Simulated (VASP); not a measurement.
# V (Im-3m) in VASP: settings compared

The runs below take V through single point, with PBE, r2SCAN.

Everything below comes from runs of VASP 6.6.1. Logs are shortened: lines on timing, memory, paths and dates and some standing lists are left out, and cuts for length are marked.

### Step 1. The cell of the first run

Symmetry: Im-3m, No. 229, cubic system. Conventional cell: a = 2.998 Å, b = 2.998 Å, c = 2.998 Å, α = 90.00°, β = 90.00°, γ = 90.00°. Within 3.4 Å of V (site symmetry m-3m) lie 14 V at 2.60 to 3.00 Å.

### Step 2. Single point, PBE, collinear spin, ferromagnetic start

The input, INCAR:

```
SYSTEM = V
PREC = Accurate
ENCUT = 520
EDIFF = 1E-6
ISMEAR = 0
SIGMA = 0.05
LREAL = .FALSE.
LASPH = .TRUE.
NELM = 150
ALGO = Fast
ISIF = 2
LWAVE = .FALSE.
LCHARG = .TRUE.
ISPIN = 2
MAGMOM = 0.05
LORBIT = 11
LMAXMIX = 4
GGA = PE
LELF = .TRUE.
LVHAR = .TRUE.
NBANDS = 16
```

The input, KPOINTS:

```
regular mesh
0
G
  10 10 10
  0 0 0
```

The input, POSCAR:

```
V
1.0
   -1.4988303536      1.4988303536      1.4988303536
    1.4988303536     -1.4988303536      1.4988303536
    1.4988303536      1.4988303536     -1.4988303536
V
1
Direct
    0.0000000000      0.0000000000      0.0000000000
```

Potentials or basis: VASP PAW PBE potentials, release 64 (V_sv).

Command:

```
> cat potpaw_PBE.64/V_sv/POTCAR > POTCAR
> mpirun -np 1 vasp_std > vasp.out
```

OUTCAR:

```text
SYSTEM = V
   PREC = Accurate
   ENCUT = 520
   EDIFF = 1E-6
   ISMEAR = 0
   LREAL = .FALSE.
   LASPH = .TRUE.
   NELM = 150
   ISIF = 2
   ISPIN = 2
   LORBIT = 11
   GGA = PE

 ion  position               nearest neighbor table
   1  0.000  0.000  0.000-

  LATTYP: Found a body centered cubic cell.
 ALAT       =     2.9976607072

  Lattice vectors:

 A1 = (  -1.4988303536,   1.4988303536,   1.4988303536)
 A2 = (   1.4988303536,  -1.4988303536,   1.4988303536)
 A3 = (   1.4988303536,   1.4988303536,  -1.4988303536)

Analysis of symmetry for initial positions (statically):
=====================================================================
 Subroutine PRICEL returns:
 Original cell was already a primitive cell.

 Routine SETGRP: Setting up the symmetry group for a
 body centered cubic supercell.

 Subroutine GETGRP returns: Found 48 space group operations
 (whereof 48 operations were pure point group operations)
 out of a pool of 48 trial point group operations.

The static configuration has the point symmetry O_h .

Analysis of symmetry for dynamics (positions and initial velocities):
=====================================================================
 Subroutine PRICEL returns:
 Original cell was already a primitive cell.

 Routine SETGRP: Setting up the symmetry group for a
 body centered cubic supercell.

 Subroutine GETGRP returns: Found 48 space group operations
 (whereof 48 operations were pure point group operations)
 out of a pool of 48 trial point group operations.

The dynamic configuration has the point symmetry O_h .

Analysis of structural, dynamic, and magnetic symmetry:
=====================================================================
 Subroutine PRICEL returns:
 Original cell was already a primitive cell.

 Routine SETGRP: Setting up the symmetry group for a
 body centered cubic supercell.

 Subroutine GETGRP returns: Found 48 space group operations
 (whereof 48 operations were pure point group operations)
 out of a pool of 48 trial point group operations.

The overall configuration has the point symmetry O_h .

 Subroutine INISYM returns: Found 48 space group operations
 (whereof 48 operations are pure point group operations),
 and found     1 'primitive' translations

----------------------------------------------------------------------------------------

                                     Primitive cell

  volume of cell :      13.4684

  direct lattice vectors                    reciprocal lattice vectors
    -1.498830354  1.498830354  1.498830354     0.000000000  0.333593458  0.333593458
     1.498830354 -1.498830354  1.498830354     0.333593458  0.000000000  0.333593458
     1.498830354  1.498830354 -1.498830354     0.333593458  0.333593458  0.000000000

  length of vectors
     2.596050324  2.596050324  2.596050324     0.471772392  0.471772392  0.471772392

  position of ions in fractional coordinates (direct lattice)
     0.000000000  0.000000000  0.000000000

  ion indices of the primitive-cell ions
   primitive index   ion index
                 1           1

----------------------------------------------------------------------------------------

 KPOINTS: regular mesh

Automatic generation of k-mesh.
 Grid dimensions read from file:
 generate k-points for:   10   10   10

 Generating k-lattice:

  Cartesian coordinates                     Fractional coordinates (reciprocal lattice)
     0.000000000  0.033359346  0.033359346     0.100000000  0.000000000  0.000000000
     0.033359346  0.000000000  0.033359346     0.000000000  0.100000000  0.000000000
     0.033359346  0.033359346  0.000000000     0.000000000  0.000000000  0.100000000

  Length of vectors
     0.047177239  0.047177239  0.047177239

  Shift w.r.t. Gamma in fractional coordinates (k-lattice)
     0.000000000  0.000000000  0.000000000

 Subroutine IBZKPT returns following result:
 ===========================================

 Found     47 irreducible k-points:

 Following reciprocal coordinates:
            Coordinates               Weight
  0.000000  0.000000  0.000000      1.000000
  0.100000  0.000000  0.000000     12.000000
  0.200000  0.000000  0.000000     12.000000
  0.300000  0.000000  0.000000     12.000000
  0.400000  0.000000  0.000000     12.000000
  0.500000  0.000000  0.000000      6.000000
[... 16 lines left out ...]
  0.300000  0.300000  0.100000      8.000000
 -0.300000  0.300000  0.100000     24.000000
 [... further k-points ...]
   k-points           NKPTS =     47   k-points in BZ     NKDIM =     47   number of bands    NBANDS=     16
   number of dos      NEDOS =    301   number of ions     NIONS =      1
   total plane-waves  NPLWV =   8000
   dimension x,y,z NGX =    20 NGY =   20 NGZ =   20
   dimension x,y,z NGXF=    40 NGYF=   40 NGZF=   40
   ions per type =               1
   NGX,Y,Z   is equivalent  to a cutoff of  12.81, 12.81, 12.81 a.u.
   NGXF,Y,Z  is equivalent  to a cutoff of  25.62, 25.62, 25.62 a.u.
 SYSTEM =  V
   PREC   = accura    normal or accurate (medium, high low for compatibility)
   ISTART =      0    job   : 0-new  1-cont  2-samecut
   ICHARG =      2    charge: 1-file 2-atom 10-const
   ISPIN  =      2    spin polarized calculation?
   LNONCOLLINEAR =      F non collinear calculations
   LSORBIT =      F    spin-orbit coupling
   LASPH  =      T    aspherical Exc in radial PAW
   ENCUT  =  520.0 eV  38.22 Ry    6.18 a.u.   4.83  4.83  4.83*2*pi/ulx,y,z
   NELM   =    150;   NELMIN=  2; NELMDL= -5     # of ELM steps
   EDIFF  = 0.1E-05   stopping-criterion for ELM
   LREAL  =      F    real-space projection
   EDIFFG = 0.1E-04   stopping-criterion for IOM
   NSW    =      0    number of steps for IOM
   IBRION =     -1    ionic relax: 0-MD 1-quasi-New 2-CG
   NFREE  =      0    steps in history (QN), initial steepest desc. (CG)
   ISIF   =      2    stress and relaxation
   ISYM   =      2    0-nonsym 1-usesym 2-fastsym
   POTIM  = 0.5000    time-step for ionic-motion
   TEBEG  =    0.0;   TEEND  =   0.0 temperature during run
   PSTRESS=    0.0 pullay stress
   NELECT =      13.0000    total number of electrons
   NUPDOWN=      -1.0000    fix difference up-down
   EMIN   =  10.00;   EMAX   =-10.00  energy-range for DOS
   EFERMI =   0.00;   METHOD = LEGACY
   ISMEAR =     0;   SIGMA  =   0.05  broadening in eV -4-tet -1-fermi 0-gaus
   EFERMI_NEDOS =   21; number of points for ismear=-14 and -15
   IALGO  =     68    algorithm
   IMIX   =      4    mixing-type and parameters
     AMIX     =   0.40;   BMIX     =  1.00
     AMIX_MAG =   1.60;   BMIX_MAG =  1.00
  volume/ion in A,a.u.               =      13.47        90.89
  Fermi-wavevector in a.u.,A,eV,Ry     =   1.617894  3.057377 35.614364  2.617582
  Thomas-Fermi vector in A             =   2.712245
   LORBIT       =     11    0 simple, 1 ext, 2 COOP (PROOUT), +10 PAW based schemes
   GGA     = PE    functional components
   LHFCALC =     F    Hartree Fock is set to
   AEXX    =    0.0000 exact exchange contribution
   IVDW    =     0    specifies the selected vdW correction
   LEPSILON=     F    determine dielectric tensor
   LRPA    =     F    only Hartree local field effects (RPA)
 spin polarized calculation
 RMM-DIIS sequential band-by-band and
 Gauss-broadening in eV      SIGMA  =   0.05
  energy-cutoff  :      520.00
  volume of cell :       13.47
 maximum number of plane-waves:       374
   NGX =  9   NGY =  9   NGZ =  9

 number of electron      12.9999990 magnetization      -0.0000332

 number of electron      12.9999990 magnetization       0.0000713

 Free energy of the ion-electron system (eV)
  ---------------------------------------------------
  ext. energy  EPLUGINS =         0.00000000
  ---------------------------------------------------
  free energy    TOTEN  =        -8.99204440 eV

  energy without entropy =       -8.98991749  energy(sigma->0) =       -8.99098095

 E-fermi :   9.6975     XC(G=0): -12.9129

 val. band max:        9.6953329663   @ k =   0.1000   0.1000   0.0000
 cond. band min:       9.7262956391   @ k =  -0.4000   0.4000   0.1000
 fundamental gap:      0.0309626728
 Fermi energy:         9.6974784803

 spin component 1

 k-point     1 :       0.0000    0.0000    0.0000
  band No.  band energies     occupation
      1     -54.0735      1.00000
      2     -27.3714      1.00000
      3     -27.3714      1.00000
      4     -27.3714      1.00000
      5       3.1199      1.00000
      6      10.0783      0.00000
[... 8 lines left out ...]
     15      37.2393      0.00000
     16      41.5105      0.00000

 k-point     2 :       0.1000    0.0000    0.0000
  band No.  band energies     occupation
      1     -54.0549      1.00000
      2     -27.4605      1.00000
      3     -27.3987      1.00000
      4     -27.3720      1.00000
      5       3.5186      1.00000
      6       9.9118      0.00000
[... 8 lines left out ...]
     15      37.7806      0.00000
     16      38.6106      0.00000

 k-point     3 :       0.2000    0.0000    0.0000
  band No.  band energies     occupation
      1     -54.0061      1.00000
      2     -27.6901      1.00000
      3     -27.4695      1.00000
      4     -27.3737      1.00000
      5       4.5963      1.00000
      6       9.4992      1.00000
[... 8 lines left out ...]
     15      36.1888      0.00000
     16      36.6124      0.00000
[... 362 lines left out ...]
 k-point    23 :       0.3000    0.3000    0.1000
  band No.  band energies     occupation
      1     -53.8604      1.00000
      2     -27.9358      1.00000
      3     -27.9358      1.00000
      4     -27.5604      1.00000
      5       8.0358      1.00000
      6       8.7877      1.00000
[... 8 lines left out ...]
     15      37.8591      0.00000
     16      44.6998      0.00000

 k-point    24 :      -0.3000    0.3000    0.1000
  band No.  band energies     occupation
      1     -53.9303      1.00000
      2     -27.9538      1.00000
      3     -27.5867      1.00000
      4     -27.4406      1.00000
      5       6.1733      1.00000
      6       9.3204      1.00000
[... 8 lines left out ...]
     15      35.1740      0.00000
     16      37.2900      0.00000

 [... further k-points ...]

 spin component 2

 k-point     1 :       0.0000    0.0000    0.0000
  band No.  band energies     occupation
      1     -54.0733      1.00000
      2     -27.3713      1.00000
      3     -27.3713      1.00000
      4     -27.3713      1.00000
      5       3.1200      1.00000
      6      10.0783      0.00000
[... 8 lines left out ...]
     15      37.2394      0.00000
     16      41.4958      0.00000

 k-point     2 :       0.1000    0.0000    0.0000
  band No.  band energies     occupation
      1     -54.0547      1.00000
      2     -27.4604      1.00000
      3     -27.3985      1.00000
      4     -27.3719      1.00000
      5       3.5187      1.00000
      6       9.9119      0.00000
[... 8 lines left out ...]
     15      37.7808      0.00000
     16      38.6105      0.00000

 k-point     3 :       0.2000    0.0000    0.0000
  band No.  band energies     occupation
      1     -54.0059      1.00000
      2     -27.6900      1.00000
      3     -27.4693      1.00000
      4     -27.3735      1.00000
      5       4.5963      1.00000
      6       9.4993      1.00000
[... 8 lines left out ...]
     15      36.1888      0.00000
     16      36.6120      0.00000
[... 362 lines left out ...]
 k-point    23 :       0.3000    0.3000    0.1000
  band No.  band energies     occupation
      1     -53.8602      1.00000
      2     -27.9357      1.00000
      3     -27.9357      1.00000
      4     -27.5602      1.00000
      5       8.0358      1.00000
      6       8.7877      1.00000
[... 8 lines left out ...]
     15      37.8591      0.00000
     16      44.7017      0.00000

 k-point    24 :      -0.3000    0.3000    0.1000
  band No.  band energies     occupation
      1     -53.9301      1.00000
      2     -27.9537      1.00000
      3     -27.5866      1.00000
      4     -27.4404      1.00000
      5       6.1734      1.00000
      6       9.3204      1.00000
[... 8 lines left out ...]
     15      35.1741      0.00000
     16      37.2901      0.00000

 [... further k-points ...]

------------------------ aborting loop because EDIFF is reached ----------------------------------------

  FORCE on cell =-STRESS in cart. coord.  units (eV):
  Direction    XX          YY          ZZ          XY          YZ          ZX
  --------------------------------------------------------------------------------------
  -------------------------------------------------------------------------------------
  Total        0.1013927      0.1013927      0.1013927     -0.0000000      0.0000000     -0.0000000
  in kB       12.0614548     12.0614548     12.0614548     -0.0000000      0.0000000     -0.0000000
  external PRESSURE =      12.0614548 kB  Pullay stress =       0.0000000 kB

 VOLUME and BASIS-vectors are now :
 -----------------------------------------------------------------------------
  energy-cutoff  :      520.00
  volume of cell :       13.47
      direct lattice vectors                 reciprocal lattice vectors
    -1.498830354  1.498830354  1.498830354     0.000000000  0.333593458  0.333593458
     1.498830354 -1.498830354  1.498830354     0.333593458  0.000000000  0.333593458
     1.498830354  1.498830354 -1.498830354     0.333593458  0.333593458  0.000000000

 POSITION                                       TOTAL-FORCE (eV/Angst)
 -----------------------------------------------------------------------------------
      0.00000      0.00000      0.00000        -0.000000     -0.000000     -0.000000
 -----------------------------------------------------------------------------------
    total drift:                               -0.000000     -0.000000      0.000000

  FREE ENERGIE OF THE ION-ELECTRON SYSTEM (eV)
  ---------------------------------------------------
  free  energy   TOTEN  =        -8.9920444031 eV

  energy  without entropy=       -8.9899174931  energy(sigma->0) =       -8.99098095

 total charge

# of ion       s       p       d       tot
------------------------------------------
    1        2.342   6.232   3.066  11.641

 magnetization (x)

# of ion       s       p       d       tot
------------------------------------------
    1       -0.000  -0.000   0.000   0.000
```

Run time: 9.8 s. Hardware: 1 thread of AMD EPYC 9R45 (Zen 5), shared host; peak memory 0.11 GiB.

What came out:

| Quantity | Value |
| --- | --- |
| Free energy | -8.9920 eV |
| Pressure | 1.2 GPa |
| Net moment | 0.00 μB per cell |
| Valence electrons inside the program's atomic spheres | V 11.64 |

[end of part 1 of 2]
